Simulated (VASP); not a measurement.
# BN (P3m1) in VASP: further runs

BN is run at these levels: LDA; tasks: single point.

All numbers are computed with VASP 6.6.1; they aren't measurements. Logs are shortened: lines on timing, memory, paths and dates and some standing lists are left out, and cuts for length are marked.

### 1 The cell of the first run

Symmetry: P3m1, No. 156, trigonal system. Conventional cell: a = 2.554 Å, b = 2.554 Å, c = 12.381 Å, α = 90.00°, β = 90.00°, γ = 120.00°. Within 2.1 Å of B (site symmetry 3m) lie 4 N at 1.57 to 1.58 Å. Within 2.1 Å of B (site symmetry 3m) lie 4 N at 1.57 to 1.58 Å. Within 2.1 Å of B (site symmetry 3m) lie 4 N at 1.57 to 1.58 Å. B (site symmetry 3m) has 4 N at 1.28 to 1.57 Å within 1.7 Å. B (site symmetry 3m) has 4 N at 1.57 to 1.58 Å within 2.1 Å. Within 2.1 Å of B (site symmetry 3m) lie 4 N at 1.57 to 1.58 Å. Within 2.1 Å of N (site symmetry 3m) lie 4 B at 1.57 to 1.58 Å. N (site symmetry 3m) has 4 B at 1.57 to 1.58 Å within 2.1 Å.

### 2 Single point, LDA

INCAR

```
SYSTEM = BN
PREC = Accurate
ENCUT = 520
EDIFF = 1E-7
ISMEAR = 0
SIGMA = 0.05
LREAL = .False.
LASPH = .True.
NELM = 80
ALGO = Normal
ISIF = 2
LWAVE = .False.
LCHARG = .True.
LELF = .True.
LVHAR = .True.
NBANDS = 36
```

KPOINTS

```
Automatic mesh
0
Gamma
  10 10 2
  0 0 0
```

POSCAR

```
BN
1.0
   -2.5539396017      0.0000000000      0.0000000000
    1.2769698009     -2.2117765748      0.0000000000
    0.0000000000      0.0000000000     12.3805650000
B N
6 6
Direct
    0.3333333333      0.6666666667      0.2345913547
    0.3333333333      0.6666666667      0.5760018638
    0.3333333333      0.6666666667      0.9174123729
    0.6666666667      0.3333333333      0.0638861001
    0.6666666667      0.3333333333      0.4052966092
    0.6666666667      0.3333333333      0.7467071184
    0.3333333333      0.6666666667      0.1067508724
    0.3333333333      0.6666666667      0.4481613815
    0.3333333333      0.6666666667      0.7895718906
    0.6666666667      0.3333333333      0.9602771452
    0.6666666667      0.3333333333      0.2774561269
    0.6666666667      0.3333333333      0.6188666361
```

Potentials or basis: VASP PAW LDA potentials, release 64 (B, N).

On the command line:

```bash
cat potpaw_LDA.64/B/POTCAR potpaw_LDA.64/N/POTCAR > POTCAR
mpirun -np 1 vasp_std > vasp.out
```

OUTCAR:

```text
SYSTEM = BN
   PREC = Accurate
   ENCUT = 520
   EDIFF = 1E-7
   ISMEAR = 0
   LREAL = .False.
   LASPH = .True.
   NELM = 80
   ISIF = 2

 ion  position               nearest neighbor table
   1  0.333  0.667  0.235-  11 1.57  11 1.57  11 1.57   7 1.58
   2  0.333  0.667  0.576-  12 1.57  12 1.57  12 1.57   8 1.58
   3  0.333  0.667  0.917-  10 1.57  10 1.57  10 1.57   9 1.58
   4  0.667  0.333  0.064-  10 1.28   7 1.57   7 1.57   7 1.57
   5  0.667  0.333  0.405-   8 1.57   8 1.57   8 1.57  11 1.58
   6  0.667  0.333  0.747-   9 1.57   9 1.57   9 1.57  12 1.58
   7  0.333  0.667  0.107-   4 1.57   4 1.57   4 1.57   1 1.58
   8  0.333  0.667  0.448-   5 1.57   5 1.57   5 1.57   2 1.58
   9  0.333  0.667  0.790-   6 1.57   6 1.57   6 1.57   3 1.58
  10  0.667  0.333  0.960-   4 1.28   3 1.57   3 1.57   3 1.57
  11  0.667  0.333  0.277-   1 1.57   1 1.57   1 1.57   5 1.58
  12  0.667  0.333  0.619-   2 1.57   2 1.57   2 1.57   6 1.58

  LATTYP: Found a hexagonal cell.
 ALAT       =     2.5539396017
 C/A-ratio  =     4.8476342165

  Lattice vectors:

 A1 = (  -2.5539396017,   0.0000000000,   0.0000000000)
 A2 = (   1.2769698009,  -2.2117765748,   0.0000000000)
 A3 = (   0.0000000000,   0.0000000000,  12.3805650000)

Analysis of symmetry for initial positions (statically):
=====================================================================
 Subroutine PRICEL returns:
 Original cell was already a primitive cell.

 Routine SETGRP: Setting up the symmetry group for a
 hexagonal supercell.

 Subroutine GETGRP returns: Found  6 space group operations
 (whereof  6 operations were pure point group operations)
 out of a pool of 24 trial point group operations.

The static configuration has the point symmetry C_3v.

Analysis of symmetry for dynamics (positions and initial velocities):
=====================================================================
 Subroutine PRICEL returns:
 Original cell was already a primitive cell.

 Routine SETGRP: Setting up the symmetry group for a
 hexagonal supercell.

 Subroutine GETGRP returns: Found  6 space group operations
 (whereof  6 operations were pure point group operations)
 out of a pool of 24 trial point group operations.

The dynamic configuration has the point symmetry C_3v.

 Subroutine INISYM returns: Found  6 space group operations
 (whereof  6 operations are pure point group operations),
[... 120 lines left out ...]
   IBRION =     -1    ionic relax: 0-MD 1-quasi-New 2-CG
   NFREE  =      0    steps in history (QN), initial steepest desc. (CG)
   ISIF   =      2    stress and relaxation
   ISYM   =      2    0-nonsym 1-usesym 2-fastsym
   POTIM  = 0.5000    time-step for ionic-motion
   TEBEG  =    0.0;   TEEND  =   0.0 temperature during run
   PSTRESS=    0.0 pullay stress
   NELECT =      48.0000    total number of electrons
   NUPDOWN=      -1.0000    fix difference up-down
   EMIN   =  10.00;   EMAX   =-10.00  energy-range for DOS
   EFERMI =   0.00;   METHOD = LEGACY
   ISMEAR =     0;   SIGMA  =   0.05  broadening in eV -4-tet -1-fermi 0-gaus
   EFERMI_NEDOS =   21; number of points for ismear=-14 and -15
   IALGO  =     38    algorithm
   IMIX   =      4    mixing-type and parameters
     AMIX     =   0.40;   BMIX     =  1.00
     AMIX_MAG =   1.60;   BMIX_MAG =  1.00
  volume/ion in A,a.u.               =       5.83        39.33
  Fermi-wavevector in a.u.,A,eV,Ry     =   1.444080  2.728915 28.373125  2.085366
  Thomas-Fermi vector in A             =   2.562415
   LORBIT       =      0    0 simple, 1 ext, 2 COOP (PROOUT), +10 PAW based schemes
   GGA     = CA    functional components
   LHFCALC =     F    Hartree Fock is set to
   AEXX    =    0.0000 exact exchange contribution
   IVDW    =     0    specifies the selected vdW correction
   LEPSILON=     F    determine dielectric tensor
   LRPA    =     F    only Hartree local field effects (RPA)
 non-spin polarized calculation
 Gauss-broadening in eV      SIGMA  =   0.05
  energy-cutoff  :      520.00
  volume of cell :       69.93
 maximum number of plane-waves:      1907
 NGX is ok and might be reduce to    20
   NGX =  9   NGY =  9   NGZ = 47

 number of electron      48.0000004 magnetization

 Free energy of the ion-electron system (eV)
  ---------------------------------------------------
  ext. energy  EPLUGINS =         0.00000000
  ---------------------------------------------------
  free energy    TOTEN  =      -114.74265075 eV

  energy without entropy =     -114.74265075  energy(sigma->0) =     -114.74265075

 E-fermi :   8.2325     XC(G=0): -13.1497

 val. band max:        8.0279257536   @ k =   0.0000   0.0000   0.0000
 cond. band min:      12.6903375486   @ k =   0.3000   0.3000   0.0000
 fundamental gap:      4.6624117951
 Fermi energy:         8.2325208416

 k-point     1 :       0.0000    0.0000    0.0000
  band No.  band energies     occupation
      1     -13.4542      2.00000
      2     -12.1471      2.00000
      3     -11.6367      2.00000
      4     -10.2273      2.00000
      5      -9.7399      2.00000
      6      -8.0539      2.00000
[... 925 lines left out ...]
     35      19.7840      0.00000
     36      19.8623      0.00000

 [... further k-points ...]
[... 5 lines left out ...]
  --------------------------------------------------------------------------------------
  -------------------------------------------------------------------------------------
  Total       -4.9365607     -4.9365607     13.3374789      0.0000000      0.0000000      0.0000000
  in kB     -113.0948233   -113.0948233    305.5568226      0.0000000      0.0000000      0.0000000
  external PRESSURE =      26.4557253 kB  Pullay stress =       0.0000000 kB

 VOLUME and BASIS-vectors are now :
 -----------------------------------------------------------------------------
  energy-cutoff  :      520.00
  volume of cell :       69.93
      direct lattice vectors                 reciprocal lattice vectors
    -2.553939602  0.000000000  0.000000000    -0.391551938 -0.226062617  0.000000000
     1.276969801 -2.211776575  0.000000000     0.000000000 -0.452125233  0.000000000
     0.000000000  0.000000000 12.380565000     0.000000000  0.000000000  0.080771758

 POSITION                                       TOTAL-FORCE (eV/Angst)
 -----------------------------------------------------------------------------------
      0.00000     -1.47452      2.90437        -0.000000      0.000000     -0.225415
      0.00000     -1.47452      7.13123        -0.000000     -0.000000     -0.228422
      0.00000     -1.47452     11.35808        -0.000000      0.000000     -1.790929
     -1.27697     -0.73726      0.79095         0.000000     -0.000000     11.230487
     -1.27697     -0.73726      5.01780        -0.000000      0.000000     -0.226151
     -1.27697     -0.73726      9.24466         0.000000     -0.000000     -0.258801
      0.00000     -1.47452      1.32164         0.000000      0.000000      2.482149
      0.00000     -1.47452      5.54849         0.000000      0.000000      0.226801
      0.00000     -1.47452      9.77535        -0.000000      0.000000      0.262520
     -1.27697     -0.73726     11.88877         0.000000      0.000000    -11.936483
     -1.27697     -0.73726      3.43506         0.000000     -0.000000      0.235769
     -1.27697     -0.73726      7.66192         0.000000      0.000000      0.228475
 -----------------------------------------------------------------------------------
    total drift:                                0.000000      0.000000      0.000212

  FREE ENERGIE OF THE ION-ELECTRON SYSTEM (eV)
  ---------------------------------------------------
  free  energy   TOTEN  =      -114.7426507536 eV

  energy  without entropy=     -114.7426507536  energy(sigma->0) =     -114.74265075
```

Run time: 51 s. Hardware: 1 thread of AMD EPYC 9R45 (Zen 5), shared host; peak memory 0.15 GiB.

What came out:

- Free energy: -114.7427 eV
- Pressure: 2.6 GPa
- Largest force: 11.936 eV/Å
- Band gap on the k mesh: 4.66 eV, indirect (least direct gap 7.23 eV)

Forces on the atoms (eV/Å):
```
B     0.000   0.000  -0.225
B     0.000   0.000  -0.228
B     0.000   0.000  -1.791
B     0.000   0.000  11.230
B     0.000   0.000  -0.226
B     0.000   0.000  -0.259
N     0.000   0.000   2.482
N     0.000   0.000   0.227
N     0.000   0.000   0.263
N     0.000   0.000 -11.936
N     0.000   0.000   0.236
N     0.000   0.000   0.228
```

Stress tensor (GPa, compression positive):
```
-11.31   0.00   0.00
  0.00 -11.31   0.00
  0.00   0.00  30.56
```

Caveat: forces of over 1 eV/Å act on the atoms, so gaps and moduli don't describe the material at rest. A k mesh can miss the band edges.

### 3 Single point, LDA

This run uses another cell than the first one, of 6.09 Å³/atom, 1.044 times its volume.

INCAR

```
PREC = Accurate
ENCUT = 520
EDIFF = 1E-7
ISMEAR = 0
SIGMA = 0.05
LREAL = False
LASPH = True
NELM = 60
ALGO = Normal
ISIF = 2
LWAVE = False
LCHARG = False
GGA = CA
NBANDS = 36
```

KPOINTS

```
Automatic mesh
0
Gamma
  10 10 2
```

POSCAR

```
BN
1.0
   -2.5539396017      0.0000000000      0.0000000000
    1.2769698009     -2.2117765748      0.0000000000
    0.0000000000      0.0000000000     12.9305650000
B N
6 6
Direct
    0.3333333333      0.6666666667      0.2246130401
    0.3333333333      0.6666666667      0.5515016950
    0.3333333333      0.6666666667      0.8783903499
    0.6666666667      0.3333333333      0.0611687127
    0.6666666667      0.3333333333      0.3880573676
    0.6666666667      0.3333333333      0.7149460225
    0.3333333333      0.6666666667      0.1022102371
    0.3333333333      0.6666666667      0.4290988920
    0.3333333333      0.6666666667      0.7559875469
    0.6666666667      0.3333333333      0.9194318743
    0.6666666667      0.3333333333      0.2656545645
    0.6666666667      0.3333333333      0.5925432194
```

Potentials or basis: VASP PAW LDA potentials, release 64 (B, N).

On the command line:

```bash
cat potpaw_LDA.64/B/POTCAR potpaw_LDA.64/N/POTCAR > POTCAR
mpirun -np 1 vasp_std > vasp.out
```

It took 46 s on 1 thread of AMD EPYC 9R45 (Zen 5), shared host; peak memory 0.15 GiB.

Results (log left out):

```
Free energy            : -115.6458 eV
Pressure               : -17.2 GPa
Largest force          : 1.675 eV/Å
Band gap on the k mesh : 4.95 eV
```

Forces in eV/Å, atoms in the order of the input:
```
B    0.000  0.000  0.270
B    0.000  0.000  0.232
B    0.000  0.000  1.118
B    0.000  0.000 -1.587
B    0.000  0.000  0.233
B    0.000  0.000  0.255
N    0.000  0.000 -1.214
N    0.000  0.000 -0.232
N    0.000  0.000 -0.277
N    0.000  0.000  1.675
N    0.000  0.000 -0.239
N    0.000  0.000 -0.233
```

Stress tensor (GPa, compression positive):
```
-13.29   0.00   0.00
  0.00 -13.29   0.00
  0.00   0.00 -25.13
```

Levels at points of the mesh, in eV from the valence-band top:
| k point | band 21 | band 22 | band 23 | band 24 | band 25 | band 26 | band 27 | band 28 |
| --- | --- | --- | --- | --- | --- | --- | --- | --- |
| (0.00, 0.00, 0.00) | -0.66 | -0.45 | 0.00 | 0.00 | 6.63 | 7.88 | 7.88 | 8.58 |
| (0.50, 0.00, 0.00) | -3.41 | -3.04 | -2.93 | -2.23 | 5.42 | 5.95 | 6.16 | 6.45 |
| (0.00, 0.00, 0.50) | -0.57 | -0.57 | -0.02 | -0.02 | 6.75 | 7.92 | 7.92 | 8.41 |
| (0.50, 0.00, 0.50) | -3.72 | -3.08 | -2.82 | -2.29 | 5.52 | 5.95 | 6.26 | 6.59 |

Caveat: forces of over 1 eV/Å act on the atoms, so gaps and moduli don't describe the material at rest. A k mesh can miss the band edges.

### 4 Single point, LDA

This run uses another cell than the first one, of 6.20 Å³/atom, 1.065 times its volume.

INCAR

```
PREC = Accurate ; ENCUT = 520
EDIFF = 1E-7 ; ISMEAR = 0
SIGMA = 0.05 ; LREAL = F
LASPH = T ; NELM = 60
ALGO = Normal ; ISIF = 2
LWAVE = F ; LCHARG = F
NBANDS = 36
```

KPOINTS

```
regular mesh
0
Gamma
  10 10 2
```

POSCAR

```
BN
1.0
   -2.5539396017      0.0000000000      0.0000000000
    1.2769698009     -2.2117765748      0.0000000000
    0.0000000000      0.0000000000     13.1805650000
B N
6 6
Direct
    0.3333333333      0.6666666667      0.2203527326
    0.3333333333      0.6666666667      0.5410411856
    0.3333333333      0.6666666667      0.8617296387
    0.6666666667      0.3333333333      0.0600085061
    0.6666666667      0.3333333333      0.3806969591
    0.6666666667      0.3333333333      0.7013854122
    0.3333333333      0.6666666667      0.1002715827
    0.3333333333      0.6666666667      0.4209600358
    0.3333333333      0.6666666667      0.7416484888
    0.6666666667      0.3333333333      0.9019927153
    0.6666666667      0.3333333333      0.2606158093
    0.6666666667      0.3333333333      0.5813042623
```

On the command line:

```bash
cat potpaw_LDA.64/B/POTCAR potpaw_LDA.64/N/POTCAR > POTCAR
mpirun -np 1 vasp_std > vasp.out
```

It took 52 s on 1 thread of AMD EPYC 9R45 (Zen 5), shared host; peak memory 0.15 GiB.

Results (log left out):

```
Free energy            : -114.7881 eV
Pressure               : -18.5 GPa
Largest force          : 1.946 eV/Å
Band gap on the k mesh : 3.76 eV, indirect (least direct gap 4.48 eV)
```

Forces on the atoms (eV/Å):
```
B    0.000  0.000  0.494
B    0.000  0.000  0.408
B    0.000  0.000  1.946
B    0.000  0.000 -1.413
B    0.000  0.000  0.410
B    0.000  0.000  0.456
N    0.000  0.000 -1.916
N    0.000  0.000 -0.406
N    0.000  0.000 -0.510
N    0.000  0.000  1.362
N    0.000  0.000 -0.421
N    0.000  0.000 -0.409
```

Stress tensor (GPa, compression positive):
```
-13.47   0.00   0.00
  0.00 -13.47   0.00
  0.00   0.00 -28.55
```

Levels at points of the mesh, in eV from the valence-band top:
```tsv
k point	band 22	band 23	band 24	band 25	band 26	band 27
(0.00, 0.00, 0.00)	-0.85	0.00	0.00	4.48	7.15	7.15
(0.50, 0.00, 0.00)	-3.38	-2.59	-2.35	3.76	5.15	5.50
(0.00, 0.00, 0.50)	-0.98	0.00	0.00	4.56	7.16	7.16
(0.50, 0.00, 0.50)	-3.32	-2.65	-2.36	3.82	5.14	5.59
```

Caveat: forces of over 1 eV/Å act on the atoms, so gaps and moduli don't describe the material at rest.

### 5 Single point, LDA

This run uses another cell than the first one, of 6.32 Å³/atom, 1.085 times its volume.

INCAR

```
PREC = Accurate
ENCUT = 520
EDIFF = 1E-7
ISMEAR = 0
SIGMA = 0.05
LREAL = F
LASPH = T
NELM = 60
ALGO = Normal
ISIF = 2
LWAVE = F
LCHARG = F
NBANDS = 36
```

KPOINTS

```
Automatic mesh
0
Gamma
  10 10 2
```

POSCAR

```
BN
1.0
   -2.5539396017      0.0000000000      0.0000000000
    1.2769698009     -2.2117765748      0.0000000000
    0.0000000000      0.0000000000     13.4305650000
B N
6 6
Direct
    0.3333333333      0.6666666667      0.2162510300
    0.3333333333      0.6666666667      0.5309701055
    0.3333333333      0.6666666667      0.8456891810
    0.6666666667      0.3333333333      0.0588914923
    0.6666666667      0.3333333333      0.3736105678
    0.6666666667      0.3333333333      0.6883296432
    0.3333333333      0.6666666667      0.0984051016
    0.3333333333      0.6666666667      0.4131241771
    0.3333333333      0.6666666667      0.7278432526
    0.6666666667      0.3333333333      0.8852027904
    0.6666666667      0.3333333333      0.2557646394
    0.6666666667      0.3333333333      0.5704837149
```

On the command line:

```bash
cat potpaw_LDA.64/B/POTCAR potpaw_LDA.64/N/POTCAR > POTCAR
mpirun -np 1 vasp_std > vasp.out
```

It took 49 s on 1 thread of AMD EPYC 9R45 (Zen 5), shared host; peak memory 0.15 GiB.

It converged, with:

| Property | Result |
| --- | --- |
| Free energy | -113.9353 eV |
| Pressure | -18.4 GPa |
| Largest force | 2.582 eV/Å |
| Band gap on the k mesh | 2.32 eV, indirect (least direct gap 2.82 eV) |

Forces on the atoms (eV/Å):
```
B    0.000  0.000  0.667
B    0.000  0.000  0.535
B    0.000  0.000  2.582
B    0.000  0.000 -0.809
B    0.000  0.000  0.537
B    0.000  0.000  0.615
N    0.000  0.000 -2.311
N    0.000  0.000 -0.532
N    0.000  0.000 -0.708
N    0.000  0.000  0.513
N    0.000  0.000 -0.551
N    0.000  0.000 -0.537
```

Stress tensor (GPa, compression positive):
```
-13.45   0.00   0.00
  0.00 -13.45   0.00
  0.00   0.00 -28.44
```

Levels at points of the mesh, in eV from the valence-band top:
```csv
k point,band 20,band 21,band 22,band 23,band 24,band 25,band 26,band 27,band 28,band 29
"(0.00, 0.00, 0.00)",-1.29,-1.29,-1.17,0.00,0.00,2.82,6.50,6.50,7.14,7.46
"(0.50, 0.00, 0.00)",-4.49,-4.24,-3.70,-2.40,-2.21,2.32,4.48,4.94,5.52,6.38
"(0.00, 0.00, 0.50)",-1.63,-1.29,-1.29,0.00,0.00,2.91,6.51,6.51,7.14,7.44
"(0.50, 0.00, 0.50)",-4.52,-4.27,-3.68,-2.41,-2.25,2.35,4.47,5.01,5.61,6.11
```

Caveat: forces of over 1 eV/Å act on the atoms, so gaps and moduli don't describe the material at rest. A k mesh can miss the band edges.

### 6 The runs side by side

```csv
cell,gap on the mesh (eV),pressure (GPa),largest force (eV/Å)
"a = 2.554, b = 2.554, c = 12.381 Å, angles 90.0, 90.0, 120.0°, 12 atoms",4.66,2.6,11.94
"a = 2.554, b = 2.554, c = 12.931 Å, angles 90.0, 90.0, 120.0°, 12 atoms",4.95,-17.2,1.68
"a = 2.554, b = 2.554, c = 13.181 Å, angles 90.0, 90.0, 120.0°, 12 atoms",3.76,-18.5,1.95
"a = 2.554, b = 2.554, c = 13.431 Å, angles 90.0, 90.0, 120.0°, 12 atoms",2.32,-18.4,2.58
```

Alike in all rows: task single point; level LDA; potentials or basis VASP PAW LDA potentials, release 64 (B, N); no spin polarisation; k mesh 10 × 10 × 2; cutoff (eV) 520; smearing gaussian 0.05 eV.

Caveats: forces of over 1 eV/Å act on the atoms, so gaps and moduli don't describe the material at rest.

Total energies depend on the potentials used, so only differences within one code and one set of settings carry meaning.
